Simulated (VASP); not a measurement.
# BP (F-43m) in VASP: a series of runs

Runs on BP. Level: LDA. Tasks: single point, relaxation of cell and atoms.

Program: VASP 6.6.1. These are calculated values, not measurements. Logs are shortened: lines on timing, memory, paths and dates and some standing lists are left out, and cuts for length are marked.

**1. The cell of the first run**

It takes space group F-43m (No. 216, cubic). Conventional cell: a = 4.458 Å, b = 4.458 Å, c = 4.458 Å, α = 90.00°, β = 90.00°, γ = 90.00°. Within 2.6 Å of B (site symmetry -43m) lie 4 P at 1.93 Å. Within 2.6 Å of P (site symmetry -43m) lie 4 B at 1.93 Å.

**2. Single point, LDA**

File INCAR:

```
SYSTEM = BP
PREC = Accurate
ENCUT = 520
EDIFF = 1E-6
ISMEAR = 0
SIGMA = 0.01
LREAL = .False.
LASPH = .True.
NELM = 100
ALGO = Normal
ISIF = 2
LWAVE = .False.
LCHARG = .True.
LELF = .True.
LVHAR = .True.
NBANDS = 11
```

File KPOINTS:

```
Automatic mesh
0
Gamma
  8 8 8
  0 0 0
```

File POSCAR:

```
BP
1.0
    0.0000000000      2.2291255772      2.2291255772
    2.2291255772      0.0000000000      2.2291255772
    2.2291255772      2.2291255772      0.0000000000
B P
1 1
Direct
    0.0000000000      0.0000000000      0.0000000000
    0.7500000000      0.7500000000      0.7500000000
```

Potentials or basis: VASP PAW LDA potentials, release 64 (B, P).

Run with:

```
$ cat potpaw_LDA.64/B/POTCAR potpaw_LDA.64/P/POTCAR > POTCAR
$ mpirun -np 1 vasp_std > vasp.out
```

OUTCAR:

```text
SYSTEM = BP
   PREC = Accurate
   ENCUT = 520
   EDIFF = 1E-6
   ISMEAR = 0
   LREAL = .False.
   LASPH = .True.
   NELM = 100
   ISIF = 2

 ion  position               nearest neighbor table
   1  0.000  0.000  0.000-   2 1.93   2 1.93   2 1.93   2 1.93
   2  0.750  0.750  0.750-   1 1.93   1 1.93   1 1.93   1 1.93

  LATTYP: Found a face centered cubic cell.
 ALAT       =     4.4582511544

  Lattice vectors:

 A1 = (   0.0000000000,   2.2291255772,   2.2291255772)
 A2 = (   2.2291255772,   0.0000000000,   2.2291255772)
 A3 = (   2.2291255772,   2.2291255772,   0.0000000000)

Analysis of symmetry for initial positions (statically):
=====================================================================
 Subroutine PRICEL returns:
 Original cell was already a primitive cell.

 Routine SETGRP: Setting up the symmetry group for a
 face centered cubic supercell.

 Subroutine GETGRP returns: Found 24 space group operations
 (whereof 24 operations were pure point group operations)
 out of a pool of 48 trial point group operations.

The static configuration has the point symmetry T_d .

Analysis of symmetry for dynamics (positions and initial velocities):
=====================================================================
 Subroutine PRICEL returns:
 Original cell was already a primitive cell.

 Routine SETGRP: Setting up the symmetry group for a
 face centered cubic supercell.

 Subroutine GETGRP returns: Found 24 space group operations
 (whereof 24 operations were pure point group operations)
 out of a pool of 48 trial point group operations.

The dynamic configuration has the point symmetry T_d .

 Subroutine INISYM returns: Found 24 space group operations
 (whereof 24 operations are pure point group operations),
 and found     1 'primitive' translations

----------------------------------------------------------------------------------------

                                     Primitive cell

  volume of cell :      22.1531

  direct lattice vectors                    reciprocal lattice vectors
     0.000000000  2.229125577  2.229125577    -0.224303200  0.224303200  0.224303200
     2.229125577  0.000000000  2.229125577     0.224303200 -0.224303200  0.224303200
     2.229125577  2.229125577  0.000000000     0.224303200  0.224303200 -0.224303200

  length of vectors
     3.152459624  3.152459624  3.152459624     0.388504539  0.388504539  0.388504539

  position of ions in fractional coordinates (direct lattice)
     0.000000000  0.000000000  0.000000000
     0.750000000  0.750000000  0.750000000

  ion indices of the primitive-cell ions
   primitive index   ion index
                 1           1
                 2           2

----------------------------------------------------------------------------------------

 KPOINTS: Automatic mesh

Automatic generation of k-mesh.
 Grid dimensions read from file:
 generate k-points for:    8    8    8

 Generating k-lattice:

  Cartesian coordinates                     Fractional coordinates (reciprocal lattice)
    -0.028037900  0.028037900  0.028037900     0.125000000  0.000000000  0.000000000
     0.028037900 -0.028037900  0.028037900     0.000000000  0.125000000  0.000000000
     0.028037900  0.028037900 -0.028037900     0.000000000  0.000000000  0.125000000

  Length of vectors
     0.048563067  0.048563067  0.048563067

  Shift w.r.t. Gamma in fractional coordinates (k-lattice)
     0.000000000  0.000000000  0.000000000

 Subroutine IBZKPT returns following result:
 ===========================================

 Found     29 irreducible k-points:

 Following reciprocal coordinates:
            Coordinates               Weight
  0.000000  0.000000  0.000000      1.000000
  0.125000  0.000000  0.000000      8.000000
  0.250000  0.000000  0.000000      8.000000
  0.375000  0.000000  0.000000      8.000000
  0.500000  0.000000  0.000000      4.000000
  0.125000  0.125000  0.000000      6.000000
[... 16 lines left out ...]
  0.500000  0.250000  0.125000     48.000000
 -0.375000  0.250000  0.125000     24.000000
 [... further k-points ...]
   k-points           NKPTS =     29   k-points in BZ     NKDIM =     29   number of bands    NBANDS=     11
   number of dos      NEDOS =    301   number of ions     NIONS =      2
   total plane-waves  NPLWV =  13824
   dimension x,y,z NGX =    24 NGY =   24 NGZ =   24
   dimension x,y,z NGXF=    48 NGYF=   48 NGZF=   48
   ions per type =               1   1
   NGX,Y,Z   is equivalent  to a cutoff of  12.66, 12.66, 12.66 a.u.
   NGXF,Y,Z  is equivalent  to a cutoff of  25.31, 25.31, 25.31 a.u.
 SYSTEM =  BP
   PREC   = accura    normal or accurate (medium, high low for compatibility)
   ISTART =      0    job   : 0-new  1-cont  2-samecut
   ICHARG =      2    charge: 1-file 2-atom 10-const
   ISPIN  =      1    spin polarized calculation?
   LNONCOLLINEAR =      F non collinear calculations
   LSORBIT =      F    spin-orbit coupling
   LASPH  =      T    aspherical Exc in radial PAW
   ENCUT  =  520.0 eV  38.22 Ry    6.18 a.u.   5.86  5.86  5.86*2*pi/ulx,y,z
   NELM   =    100;   NELMIN=  2; NELMDL= -5     # of ELM steps
   EDIFF  = 0.1E-05   stopping-criterion for ELM
   LREAL  =      F    real-space projection
   EDIFFG = 0.1E-04   stopping-criterion for IOM
   NSW    =      0    number of steps for IOM
   IBRION =     -1    ionic relax: 0-MD 1-quasi-New 2-CG
   NFREE  =      0    steps in history (QN), initial steepest desc. (CG)
   ISIF   =      2    stress and relaxation
   ISYM   =      2    0-nonsym 1-usesym 2-fastsym
   POTIM  = 0.5000    time-step for ionic-motion
   TEBEG  =    0.0;   TEEND  =   0.0 temperature during run
   PSTRESS=    0.0 pullay stress
   NELECT =       8.0000    total number of electrons
   NUPDOWN=      -1.0000    fix difference up-down
   EMIN   =  10.00;   EMAX   =-10.00  energy-range for DOS
   EFERMI =   0.00;   METHOD = LEGACY
   ISMEAR =     0;   SIGMA  =   0.01  broadening in eV -4-tet -1-fermi 0-gaus
   EFERMI_NEDOS =   21; number of points for ismear=-14 and -15
   IALGO  =     38    algorithm
   IMIX   =      4    mixing-type and parameters
     AMIX     =   0.40;   BMIX     =  1.00
     AMIX_MAG =   1.60;   BMIX_MAG =  1.00
  volume/ion in A,a.u.               =      11.08        74.75
  Fermi-wavevector in a.u.,A,eV,Ry     =   1.165808  2.203057 18.491785  1.359108
  Thomas-Fermi vector in A             =   2.302329
   LORBIT       =      0    0 simple, 1 ext, 2 COOP (PROOUT), +10 PAW based schemes
   GGA     = CA    functional components
   LHFCALC =     F    Hartree Fock is set to
   AEXX    =    0.0000 exact exchange contribution
   IVDW    =     0    specifies the selected vdW correction
   LEPSILON=     F    determine dielectric tensor
   LRPA    =     F    only Hartree local field effects (RPA)
 non-spin polarized calculation
 Gauss-broadening in eV      SIGMA  =   0.01
  energy-cutoff  :      520.00
  volume of cell :       22.15
 maximum number of plane-waves:       609
   NGX = 11   NGY = 11   NGZ = 11

 number of electron       8.0000001 magnetization

 Free energy of the ion-electron system (eV)
  ---------------------------------------------------
  ext. energy  EPLUGINS =         0.00000000
  ---------------------------------------------------
  free energy    TOTEN  =       -14.39160176 eV

  energy without entropy =      -14.39160176  energy(sigma->0) =      -14.39160176

 E-fermi :   8.1272     XC(G=0): -11.3086

 val. band max:        8.0527037623   @ k =   0.0000   0.0000   0.0000
 cond. band min:       9.2146690933   @ k =   0.3750   0.3750   0.0000
 fundamental gap:      1.1619653310
 Fermi energy:         8.1272106509

 k-point     1 :       0.0000    0.0000    0.0000
  band No.  band energies     occupation
      1      -7.8138      2.00000
      2       8.0527      2.00000
      3       8.0527      2.00000
      4       8.0527      2.00000
      5      11.5186      0.00000
      6      11.5186      0.00000
      7      11.5186      0.00000
      8      16.2456      0.00000
      9      19.6934      0.00000
     10      20.3929      0.00000
     11      20.3929      0.00000

 k-point     2 :       0.1250    0.0000    0.0000
  band No.  band energies     occupation
      1      -7.5207      2.00000
      2       6.1561      2.00000
      3       7.6076      2.00000
      4       7.6076      2.00000
      5      12.1179      0.00000
      6      12.1338      0.00000
      7      12.1338      0.00000
      8      16.9149      0.00000
      9      19.3996      0.00000
     10      19.3996      0.00000
     11      20.5631      0.00000

 k-point     3 :       0.2500    0.0000    0.0000
  band No.  band energies     occupation
      1      -6.6584      2.00000
      2       3.0699      2.00000
      3       6.8970      2.00000
      4       6.8970      2.00000
      5      12.2990      0.00000
      6      12.9025      0.00000
      7      12.9025      0.00000
      8      18.0201      0.00000
      9      19.1291      0.00000
     10      19.1291      0.00000
     11      21.3557      0.00000

 k-point     4 :       0.3750    0.0000    0.0000
  band No.  band energies     occupation
      1      -5.3249      2.00000
      2       0.2294      2.00000
      3       6.4084      2.00000
      4       6.4084      2.00000
      5      12.2100      0.00000
      6      12.9032      0.00000
      7      12.9032      0.00000
      8      18.2658      0.00000
      9      20.8902      0.00000
     10      20.8902      0.00000
     11      22.2395      0.00000
[... 239 lines left out ...]
 k-point    22 :       0.3750    0.2500    0.1250
  band No.  band energies     occupation
      1      -5.9019      2.00000
      2       3.0630      2.00000
      3       4.0755      2.00000
      4       6.0105      2.00000
      5      11.5204      0.00000
      6      14.0686      0.00000
      7      14.4860      0.00000
      8      15.7997      0.00000
      9      19.9664      0.00000
     10      22.2240      0.00000
     11      24.1612      0.00000

 k-point    23 :       0.5000    0.2500    0.1250
  band No.  band energies     occupation
      1      -4.5996      2.00000
      2       0.7669      2.00000
      3       3.4471      2.00000
      4       5.1825      2.00000
      5      12.1291      0.00000
      6      13.6492      0.00000
      7      15.5702      0.00000
      8      16.6222      0.00000
      9      20.7369      0.00000
     10      21.7453      0.00000
     11      25.4844      0.00000

 k-point    24 :      -0.3750    0.2500    0.1250
  band No.  band energies     occupation
      1      -3.5882      2.00000
      2      -0.6931      2.00000
      3       3.3879      2.00000
      4       4.7818      2.00000
      5      12.1754      0.00000
      6      13.4157      0.00000
      7      16.6557      0.00000
      8      18.0738      0.00000
      9      18.6734      0.00000
     10      22.7613      0.00000
     11      25.1607      0.00000

 [... further k-points ...]
[... 5 lines left out ...]
  --------------------------------------------------------------------------------------
  -------------------------------------------------------------------------------------
  Total        0.5313406      0.5313406      0.5313406      0.0000000     -0.0000000      0.0000000
  in kB       38.4281923     38.4281923     38.4281923      0.0000000     -0.0000000      0.0000000
  external PRESSURE =      38.4281923 kB  Pullay stress =       0.0000000 kB

 VOLUME and BASIS-vectors are now :
 -----------------------------------------------------------------------------
  energy-cutoff  :      520.00
  volume of cell :       22.15
      direct lattice vectors                 reciprocal lattice vectors
     0.000000000  2.229125577  2.229125577    -0.224303200  0.224303200  0.224303200
     2.229125577  0.000000000  2.229125577     0.224303200 -0.224303200  0.224303200
     2.229125577  2.229125577  0.000000000     0.224303200  0.224303200 -0.224303200

 POSITION                                       TOTAL-FORCE (eV/Angst)
 -----------------------------------------------------------------------------------
      0.00000      0.00000      0.00000        -0.000000      0.000000     -0.000000
      3.34369      3.34369      3.34369         0.000000     -0.000000      0.000000
 -----------------------------------------------------------------------------------
    total drift:                               -0.000000     -0.000000     -0.000000

  FREE ENERGIE OF THE ION-ELECTRON SYSTEM (eV)
  ---------------------------------------------------
  free  energy   TOTEN  =       -14.3916017621 eV

  energy  without entropy=      -14.3916017621  energy(sigma->0) =      -14.39160176
```

Run time: 3.1 s. Hardware: 1 thread of AMD EPYC 9R45 (Zen 5), shared host; peak memory 0.09 GiB.

What came out:

| Property | Result |
| --- | --- |
| Free energy | -14.3916 eV |
| Pressure | 3.8 GPa |
| Band gap on the k mesh | 1.16 eV, indirect (least direct gap 3.47 eV) |

Levels at points of the mesh, in eV from the valence-band top:
| k point | band 2 | band 3 | band 4 | band 5 | band 6 | band 7 |
| --- | --- | --- | --- | --- | --- | --- |
| (0.00, 0.00, 0.00) | 0.00 | 0.00 | 0.00 | 3.47 | 3.47 | 3.47 |
| (0.50, 0.00, 0.00) | -9.39 | -1.81 | -1.81 | 4.11 | 4.72 | 4.72 |
| (0.50, 0.50, 0.00) | -8.76 | -4.30 | -4.30 | 1.20 | 1.51 | 12.50 |

A k mesh can miss the band edges. Expect the measured gap to be larger: semilocal functionals such as LDA lack the derivative discontinuity.

**3. Single point, LDA**

This run uses another cell than the first one, of 10.91 Å³/atom, 0.985 times its volume.

File INCAR:

```
SYSTEM = BP
ALGO = Normal
EDIFF = 1E-6
ENCUT = 520
ISIF = 2
ISMEAR = 0
LASPH = .True.
LCHARG = .False.
LREAL = .False.
LWAVE = .False.
NBANDS = 11
NELM = 100
PREC = Accurate
SIGMA = 0.01
```

File KPOINTS:

```
k-points
0
Gamma
  8 8 8
  0 0 0
```

File POSCAR:

```
BP
1.0
    0.0000000000      2.2176630220      2.2176630220
    2.2176630220      0.0000000000      2.2176630220
    2.2176630220      2.2176630220      0.0000000000
B P
1 1
Direct
    0.0000000000      0.0000000000      0.0000000000
    0.7500000000      0.7500000000      0.7500000000
```

Potentials or basis: VASP PAW LDA potentials, release 64 (B, P).

Run with:

```
$ cat potpaw_LDA.64/B/POTCAR potpaw_LDA.64/P/POTCAR > POTCAR
$ mpirun -np 1 vasp_std > vasp.out
```

It took 2.9 s on 1 thread of AMD EPYC 9R45 (Zen 5), shared host; peak memory 0.09 GiB.

The run converged. Its results:

- Free energy: -14.3801 eV
- Pressure: 6.9 GPa
- Band gap on the k mesh: 1.15 eV, indirect (least direct gap 3.49 eV)

Levels at points of the mesh, in eV from the valence-band top:
| k point | band 1 | band 2 | band 3 | band 4 | band 5 | band 6 | band 7 | band 8 | band 9 |
| --- | --- | --- | --- | --- | --- | --- | --- | --- | --- |
| (0.00, 0.00, 0.00) | -16.01 | 0.00 | 0.00 | 0.00 | 3.49 | 3.49 | 3.49 | 8.44 | 11.76 |
| (0.50, 0.00, 0.00) | -12.41 | -9.51 | -1.83 | -1.83 | 4.21 | 4.73 | 4.73 | 10.17 | 15.03 |
| (0.50, 0.50, 0.00) | -10.81 | -8.84 | -4.35 | -4.35 | 1.17 | 1.50 | 12.65 | 12.65 | 15.83 |

**4. Single point, LDA**

This run uses another cell than the first one, of 10.75 Å³/atom, 0.970 times its volume.

File INCAR:

```
ALGO     = Normal         # electronic algorithm
EDIFF    = 1E-6           # SCF threshold, eV
ENCUT    = 520            # plane-wave cutoff, eV
GGA      = CA             # functional
ISIF     = 2              # what is computed and relaxed
ISMEAR   = 0              # smearing method
LASPH    = True           # aspherical terms in the spheres
LCHARG   = True           # write CHGCAR
LELF     = True           # ELF
LREAL    = False          # projectors in reciprocal space
LVHAR    = True         
LWAVE    = False          # write WAVECAR
NBANDS   = 11             # bands
NELM     = 60             # most SCF steps
PREC     = Accurate       # precision mode
SIGMA    = 0.01           # smearing width, eV
```

File KPOINTS:

```
k-points
0
Gamma
  8 8 8
```

File POSCAR:

```
BP
1.0
    0.0000000000      2.2069685624      2.2069685624
    2.2069685624      0.0000000000      2.2069685624
    2.2069685624      2.2069685624      0.0000000000
B P
1 1
Direct
    0.0000000000      0.0000000000      0.0000000000
    0.7500000000      0.7500000000      0.7500000000
```

Run with:

```
$ cat potpaw_LDA.64/B/POTCAR potpaw_LDA.64/P/POTCAR > POTCAR
$ mpirun -np 1 vasp_std > vasp.out
```

It took 3.1 s on 1 thread of AMD EPYC 9R45 (Zen 5), shared host; peak memory 0.09 GiB.

The run converged. Its results:

```yaml
Free_energy: -14.3636 eV
Pressure: 9.8 GPa
Band_gap_on_the_k_mesh: 1.13 eV, indirect (least direct gap 3.52 eV)
```

Levels at points of the mesh, in eV from the valence-band top:
```
           k point  band 2  band 3  band 4  band 5  band 6  band 7
(0.00, 0.00, 0.00)    0.00    0.00    0.00    3.52    3.52    3.52
(0.50, 0.00, 0.00)   -9.62   -1.84   -1.84    4.30    4.74    4.74
(0.50, 0.50, 0.00)   -8.92   -4.40   -4.40    1.14    1.49   12.79
```

**5. Single point, LDA**

This run uses another cell than the first one, of 10.51 Å³/atom, 0.949 times its volume.

File INCAR:

```
SYSTEM = BP
ALGO = Normal
EDIFF = 1E-7
ENCUT = 520
GGA = CA
ISIF = 2
ISMEAR = 0
LASPH = .True.
LCHARG = .True.
LELF = .True.
LREAL = .False.
LVHAR = .True.
LWAVE = .False.
NBANDS = 11
NELM = 100
PREC = Accurate
SIGMA = 0.01
```

File KPOINTS:

```
k-points
0
Gamma
  8 8 8
  0 0 0
```

File POSCAR:

```
BP
1.0
    0.0000000000      2.1903666643      2.1903666643
    2.1903666643      0.0000000000      2.1903666643
    2.1903666643      2.1903666643      0.0000000000
B P
1 1
Direct
    0.0000000000      0.0000000000      0.0000000000
    0.7500000000      0.7500000000      0.7500000000
```

Run with:

```
$ cat potpaw_LDA.64/B/POTCAR potpaw_LDA.64/P/POTCAR > POTCAR
$ mpirun -np 1 vasp_std > vasp.out
```

Run time: 3.5 s. Hardware: 1 thread of AMD EPYC 9R45 (Zen 5), shared host; peak memory 0.09 GiB.

It converged, with:

| Property | Result |
| --- | --- |
| Free energy | -14.3264 eV |
| Pressure | 14.8 GPa |
| Band gap on the k mesh | 1.10 eV, indirect (least direct gap 3.57 eV) |

Levels at points of the mesh, in eV from the valence-band top:
```tsv
k point	band 2	band 3	band 4	band 5	band 6	band 7
(0.00, 0.00, 0.00)	0.00	0.00	0.00	3.57	3.57	3.57
(0.50, 0.00, 0.00)	-9.79	-1.87	-1.87	4.44	4.76	4.76
(0.50, 0.50, 0.00)	-9.03	-4.49	-4.49	1.10	1.48	13.01
```

A k mesh can miss the band edges. A hybrid or GW would open this gap; LDA tends to underestimate it.

(Continued in part 2 of 2.)
